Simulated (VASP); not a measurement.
# Mg2NCl (R-3m) in VASP: single point with PBE

Aim: the single point of Mg2NCl with PBE.

All numbers are computed with VASP 6.6.1; they aren't measurements. Logs are shortened: lines on timing, memory, paths and dates and some standing lists are left out, and cuts for length are marked.

### Step 1. The cell of the first run

Symmetry: R-3m, No. 166, trigonal system. Conventional cell: a = 3.321 Å, b = 3.321 Å, c = 18.009 Å, α = 90.00°, β = 90.00°, γ = 120.00°. Within 2.9 Å of Mg (site symmetry 3m) lie 3 N at 2.17 Å and 3 Cl at 2.76 Å and 3 Mg at 2.79 Å. Within 2.9 Å of N (site symmetry -3m) lie 6 Mg at 2.17 Å. Cl (site symmetry -3m) has 6 Mg at 2.76 Å and 6 Cl at 3.32 Å and 6 N at 3.56 Å within 3.6 Å.

### Step 2. Single point, PBE

File INCAR:

```
PREC = Accurate
ENCUT = 700
EDIFF = 1E-6
ISMEAR = 0
SIGMA = 0.1
LREAL = Auto
LASPH = T
NELM = 120
ALGO = Normal
ISIF = 2
LWAVE = F
LCHARG = F
GGA = PE
NBANDS = 46
ISYM = -1
GGA_COMPAT = F
```

File KPOINTS:

```
explicit points
4
Reciprocal
  0.25000000   0.25000000   0.25000000 2
  0.25000000   0.25000000   0.75000000 2
  0.25000000   0.75000000   0.25000000 2
  0.25000000   0.75000000   0.75000000 2
```

File POSCAR:

```
Mg2NCl
1.0
    3.3213332322     -5.7527179070      0.0000000000
   -3.3213332322     -5.7527179070      0.0000000000
    0.0000000000     -3.8351452713     -6.0029770000
Mg N Cl
8 4 4
Direct
    0.7228150000      0.7228150000      0.3315550000
    0.2228150000      0.7228150000      0.3315550000
    0.7228150000      0.2228150000      0.3315550000
    0.2228150000      0.2228150000      0.3315550000
    0.2771850000      0.2771850000      0.6684450000
    0.7771850000      0.2771850000      0.6684450000
    0.2771850000      0.7771850000      0.6684450000
    0.7771850000      0.7771850000      0.6684450000
    0.0000000000      0.0000000000      0.5000000000
    0.5000000000      0.0000000000      0.5000000000
    0.0000000000      0.5000000000      0.5000000000
    0.5000000000      0.5000000000      0.5000000000
    0.5000000000      0.5000000000      0.0000000000
    0.0000000000      0.5000000000      0.0000000000
    0.5000000000      0.0000000000      0.0000000000
    0.0000000000      0.0000000000      0.0000000000
```

Potentials or basis: VASP PAW PBE potentials, release 64 (Mg, N, Cl).

Started as:

```
$ cat potpaw_PBE.64/Mg/POTCAR potpaw_PBE.64/N/POTCAR potpaw_PBE.64/Cl/POTCAR > POTCAR
$ mpirun -np 1 vasp_std > vasp.out
```

OUTCAR:

```text
PREC = Accurate
   ENCUT = 700
   EDIFF = 1E-6
   ISMEAR = 0
   LREAL = Auto
   LASPH = T
   NELM = 120
   ISIF = 2
   GGA = PE
   ISYM = -1

 ion  position               nearest neighbor table
   1  0.723  0.723  0.332-  12 2.17  11 2.17  10 2.17  14 2.76  15 2.76  16 2.76   8 2.79   7 2.79
                             6 2.79   3 3.32   2 3.32   3 3.32   2 3.32   4 3.32   4 3.32
   2  0.223  0.723  0.332-  11 2.17   9 2.17  12 2.17  13 2.76  16 2.76  15 2.76   7 2.79   5 2.79
                             8 2.79   4 3.32   1 3.32   4 3.32   1 3.32   3 3.32   3 3.32
   3  0.723  0.223  0.332-  10 2.17   9 2.17  12 2.17  13 2.76  16 2.76  14 2.76   6 2.79   5 2.79
                             8 2.79   4 3.32   1 3.32   1 3.32   4 3.32   2 3.32   2 3.32
   4  0.223  0.223  0.332-   9 2.17  10 2.17  11 2.17  14 2.76  15 2.76  13 2.76   5 2.79   6 2.79
                             7 2.79   3 3.32   2 3.32   2 3.32   3 3.32   1 3.32   1 3.32
   5  0.277  0.277  0.668-  12 2.17  11 2.17  10 2.17  14 2.76  15 2.76  16 2.76   4 2.79   3 2.79
                             2 2.79   6 3.32   7 3.32   7 3.32   6 3.32   8 3.32   8 3.32
   6  0.777  0.277  0.668-  11 2.17   9 2.17  12 2.17  13 2.76  16 2.76  15 2.76   3 2.79   1 2.79
                             4 2.79   5 3.32   8 3.32   8 3.32   5 3.32   7 3.32   7 3.32
   7  0.277  0.777  0.668-  10 2.17   9 2.17  12 2.17  13 2.76  16 2.76  14 2.76   2 2.79   1 2.79
                             4 2.79   5 3.32   8 3.32   5 3.32   8 3.32   6 3.32   6 3.32
   8  0.777  0.777  0.668-   9 2.17  10 2.17  11 2.17  14 2.76  15 2.76  13 2.76   1 2.79   2 2.79
                             3 2.79   6 3.32   7 3.32   6 3.32   7 3.32   5 3.32   5 3.32
   9  0.000  0.000  0.500-   4 2.17   8 2.17   2 2.17   6 2.17   7 2.17   3 2.17
  10  0.500  0.000  0.500-   3 2.17   7 2.17   4 2.17   5 2.17   1 2.17   8 2.17
  11  0.000  0.500  0.500-   2 2.17   6 2.17   4 2.17   5 2.17   1 2.17   8 2.17
  12  0.500  0.500  0.500-   1 2.17   5 2.17   3 2.17   2 2.17   6 2.17   7 2.17
  13  0.500  0.500  0.000-   2 2.76   3 2.76   6 2.76   7 2.76   4 2.76   8 2.76
  14  0.000  0.500  0.000-   1 2.76   4 2.76   5 2.76   8 2.76   7 2.76   3 2.76
  15  0.500  0.000  0.000-   1 2.76   4 2.76   5 2.76   8 2.76   6 2.76   2 2.76
  16  0.000  0.000  0.000-   2 2.76   3 2.76   6 2.76   7 2.76   1 2.76   5 2.76

IMPORTANT INFORMATION: All symmetrisations will be switched off!
NOSYMM: (Re-)initialisation of all symmetry stuff for point group C_1.

----------------------------------------------------------------------------------------

                                     Primitive cell

  volume of cell :     229.3941

  direct lattice vectors                    reciprocal lattice vectors
     3.321333232 -5.752717907  0.000000000     0.150541956 -0.086915439  0.055528004
    -3.321333232 -5.752717907  0.000000000    -0.150541956 -0.086915439  0.055528004
     0.000000000 -3.835145271 -6.002977000     0.000000000  0.000000000 -0.166584013

  length of vectors
     6.642666464  6.642666464  7.123487356     0.182484337  0.182484337  0.166584013

  position of ions in fractional coordinates (direct lattice)
     0.722815000  0.722815000  0.331555000
     0.222815000  0.722815000  0.331555000
     0.722815000  0.222815000  0.331555000
     0.222815000  0.222815000  0.331555000
     0.277185000  0.277185000  0.668445000
     0.777185000  0.277185000  0.668445000
[... 8 lines left out ...]
     0.500000000  0.000000000  0.000000000
     0.000000000  0.000000000  0.000000000

  ion indices of the primitive-cell ions
   primitive index   ion index
                 1           1
                 2           2
                 3           3
                 4           4
                 5           5
                 6           6
[... 8 lines left out ...]
                15          15
                16          16

----------------------------------------------------------------------------------------

 KPOINTS: explicit points

Read explicit list of k-points.

 Found      4 k-points:

 Following reciprocal coordinates:
            Coordinates               Weight
  0.250000  0.250000  0.250000      0.250000
  0.250000  0.250000  0.750000      0.250000
  0.250000  0.750000  0.250000      0.250000
  0.250000  0.750000  0.750000      0.250000
   k-points           NKPTS =      4   k-points in BZ     NKDIM =      4   number of bands    NBANDS=     46
   number of dos      NEDOS =    301   number of ions     NIONS =     16
   total plane-waves  NPLWV = 230400
   dimension x,y,z NGX =    60 NGY =   60 NGZ =   64
   dimension x,y,z NGXF=   120 NGYF=  120 NGZF=  128
   ions per type =               8   4   4
   NGX,Y,Z   is equivalent  to a cutoff of  15.02, 15.02, 14.94 a.u.
   NGXF,Y,Z  is equivalent  to a cutoff of  30.03, 30.03, 29.87 a.u.
 SYSTEM =  unknown system
   PREC   = accura    normal or accurate (medium, high low for compatibility)
   ISTART =      0    job   : 0-new  1-cont  2-samecut
   ICHARG =      2    charge: 1-file 2-atom 10-const
   ISPIN  =      1    spin polarized calculation?
   LNONCOLLINEAR =      F non collinear calculations
   LSORBIT =      F    spin-orbit coupling
   LASPH  =      T    aspherical Exc in radial PAW
   ENCUT  =  700.0 eV  51.45 Ry    7.17 a.u.  14.33 14.33 15.37*2*pi/ulx,y,z
   NELM   =    120;   NELMIN=  2; NELMDL= -5     # of ELM steps
   EDIFF  = 0.1E-05   stopping-criterion for ELM
   LREAL  =      T    real-space projection
   EDIFFG = 0.1E-04   stopping-criterion for IOM
   NSW    =      0    number of steps for IOM
   IBRION =     -1    ionic relax: 0-MD 1-quasi-New 2-CG
   NFREE  =      0    steps in history (QN), initial steepest desc. (CG)
   ISIF   =      2    stress and relaxation
   ISYM   =     -1    0-nonsym 1-usesym 2-fastsym
   POTIM  = 0.5000    time-step for ionic-motion
   TEBEG  =    0.0;   TEEND  =   0.0 temperature during run
   PSTRESS=    0.0 pullay stress
   NELECT =      64.0000    total number of electrons
   NUPDOWN=      -1.0000    fix difference up-down
   EMIN   =  10.00;   EMAX   =-10.00  energy-range for DOS
   EFERMI =   0.00;   METHOD = LEGACY
   ISMEAR =     0;   SIGMA  =   0.10  broadening in eV -4-tet -1-fermi 0-gaus
   EFERMI_NEDOS =   21; number of points for ismear=-14 and -15
   IALGO  =     38    algorithm
   IMIX   =      4    mixing-type and parameters
     AMIX     =   0.40;   BMIX     =  1.00
     AMIX_MAG =   1.60;   BMIX_MAG =  1.00
  volume/ion in A,a.u.               =      14.34        96.75
  Fermi-wavevector in a.u.,A,eV,Ry     =   1.069730  2.021496 15.569443  1.144322
  Thomas-Fermi vector in A             =   2.205418
   LORBIT       =      0    0 simple, 1 ext, 2 COOP (PROOUT), +10 PAW based schemes
   GGA     = PE    functional components
   LHFCALC =     F    Hartree Fock is set to
   AEXX    =    0.0000 exact exchange contribution
   IVDW    =     0    specifies the selected vdW correction
   LEPSILON=     F    determine dielectric tensor
   LRPA    =     F    only Hartree local field effects (RPA)
 non-spin polarized calculation
 Gauss-broadening in eV      SIGMA  =   0.10
  energy-cutoff  :      700.00
  volume of cell :      229.39
 maximum number of plane-waves:      9648
 NGX is ok and might be reduce to    60
   NGX = 29   NGY = 29   NGZ = 31

 number of electron      64.0000000 magnetization

 Free energy of the ion-electron system (eV)
  ---------------------------------------------------
  ext. energy  EPLUGINS =         0.00000000
  ---------------------------------------------------
  free energy    TOTEN  =       -71.25577334 eV

  energy without entropy =      -71.25577334  energy(sigma->0) =      -71.25577334

 E-fermi :   4.4082     XC(G=0):  -9.9219

 val. band max:        3.9192501111   @ k =   0.2500   0.2500   0.2500
 cond. band min:       7.0995425478   @ k =   0.2500   0.2500   0.2500
 fundamental gap:      3.1802924367
 Fermi energy:         4.4082284990

 k-point     1 :       0.2500    0.2500    0.2500
  band No.  band energies     occupation
      1     -12.3709      2.00000
      2     -11.7478      2.00000
      3     -11.6032      2.00000
      4     -11.6031      2.00000
      5      -8.5902      2.00000
      6      -7.9488      2.00000
[... 36 lines left out ...]
     43      10.2917      0.00000
     44      11.4703      0.00000

 k-point     2 :       0.2500    0.2500    0.7500
  band No.  band energies     occupation
      1     -12.3489      2.00000
      2     -11.7473      2.00000
      3     -11.6060      2.00000
      4     -11.6059      2.00000
      5      -8.6898      2.00000
      6      -7.9609      2.00000
[... 36 lines left out ...]
     43      10.7813      0.00000
     44      10.7813      0.00000

 k-point     3 :       0.2500    0.7500    0.2500
  band No.  band energies     occupation
      1     -12.1592      2.00000
      2     -11.8533      2.00000
      3     -11.8432      2.00000
      4     -11.5030      2.00000
      5      -8.4183      2.00000
      6      -8.0896      2.00000
[... 36 lines left out ...]
     43      11.1809      0.00000
     44      11.1878      0.00000

 k-point     4 :       0.2500    0.7500    0.7500
  band No.  band energies     occupation
      1     -12.1592      2.00000
      2     -11.8533      2.00000
      3     -11.8432      2.00000
      4     -11.5030      2.00000
      5      -8.4183      2.00000
      6      -8.0896      2.00000
[... 36 lines left out ...]
     43      11.1810      0.00000
     44      11.1878      0.00000
 [bands above 44 left out]

------------------------ aborting loop because EDIFF is reached ----------------------------------------

  FORCE on cell =-STRESS in cart. coord.  units (eV):
  Direction    XX          YY          ZZ          XY          YZ          ZX
  --------------------------------------------------------------------------------------
  -------------------------------------------------------------------------------------
  Total       -0.3338072     -1.1750597     -0.3549972      0.0000231     -0.3459838      0.0000085
  in kB       -2.3314394     -8.2070731     -2.4794386      0.0001611     -2.4164853      0.0000596
  external PRESSURE =      -4.3393170 kB  Pullay stress =       0.0000000 kB

 VOLUME and BASIS-vectors are now :
 -----------------------------------------------------------------------------
  energy-cutoff  :      700.00
  volume of cell :      229.39
      direct lattice vectors                 reciprocal lattice vectors
     3.321333232 -5.752717907  0.000000000     0.150541956 -0.086915439  0.055528004
    -3.321333232 -5.752717907  0.000000000    -0.150541956 -0.086915439  0.055528004
     0.000000000 -3.835145271 -6.002977000     0.000000000  0.000000000 -0.166584013

 POSITION                                       TOTAL-FORCE (eV/Angst)
 -----------------------------------------------------------------------------------
      0.00000     -9.58786     -1.99032        -0.000027     -0.008352     -0.057696
     -1.66067     -6.71150     -1.99032        -0.000023     -0.008323     -0.057683
      1.66067     -6.71150     -1.99032         0.000022     -0.008292     -0.057701
      0.00000     -3.83515     -1.99032         0.000029     -0.008330     -0.057707
      0.00000     -5.75272     -4.01266         0.000026      0.008353      0.057691
      1.66067     -8.62908     -4.01266         0.000018      0.008330      0.057677
[... 8 lines left out ...]
      1.66067     -2.87636      0.00000         0.000002      0.000013     -0.000023
      0.00000      0.00000      0.00000        -0.000000     -0.000003      0.000026
 -----------------------------------------------------------------------------------
    total drift:                               -0.000003     -0.000018      0.000040

  FREE ENERGIE OF THE ION-ELECTRON SYSTEM (eV)
  ---------------------------------------------------
  free  energy   TOTEN  =       -71.2557733379 eV

  energy  without entropy=      -71.2557733379  energy(sigma->0) =      -71.25577334
```

Run time: 2.3 min. Hardware: 1 thread of AMD EPYC 7R13 (Zen 3), shared host; peak memory 0.48 GiB.

What came out:

| Item | Value |
| --- | --- |
| Free energy | -71.2558 eV |
| Pressure | -0.4 GPa |
| Largest force | 0.058 eV/Å |
| Band gap on the k mesh | 3.18 eV |

Forces in eV/Å, atoms in the order of the input:
```
Mg   0.000 -0.008 -0.058
Mg   0.000 -0.008 -0.058
Mg   0.000 -0.008 -0.058
Mg   0.000 -0.008 -0.058
Mg   0.000  0.008  0.058
Mg   0.000  0.008  0.058
Mg   0.000  0.008  0.058
Mg   0.000  0.008  0.058
N    0.000  0.000  0.000
N    0.000  0.000  0.000
N    0.000  0.000  0.000
N    0.000  0.000  0.000
Cl   0.000  0.000  0.000
Cl   0.000  0.000  0.000
Cl   0.000  0.000  0.000
Cl   0.000  0.000  0.000
```

Stress tensor (GPa, compression positive):
```
-0.23  0.00  0.00
 0.00 -0.82 -0.24
 0.00 -0.24 -0.25
```

Levels at points of the mesh, in eV from the valence-band top:
| k point | band 29 | band 30 | band 31 | band 32 | band 33 | band 34 | band 35 | band 36 |
| --- | --- | --- | --- | --- | --- | --- | --- | --- |
| (0.25, 0.25, 0.25) | -0.78 | -0.68 | -0.50 | 0.00 | 3.18 | 3.74 | 3.74 | 4.07 |

Caveat: a shifted mesh leaves out Γ, where band edges can lie. A k mesh can miss the band edges.
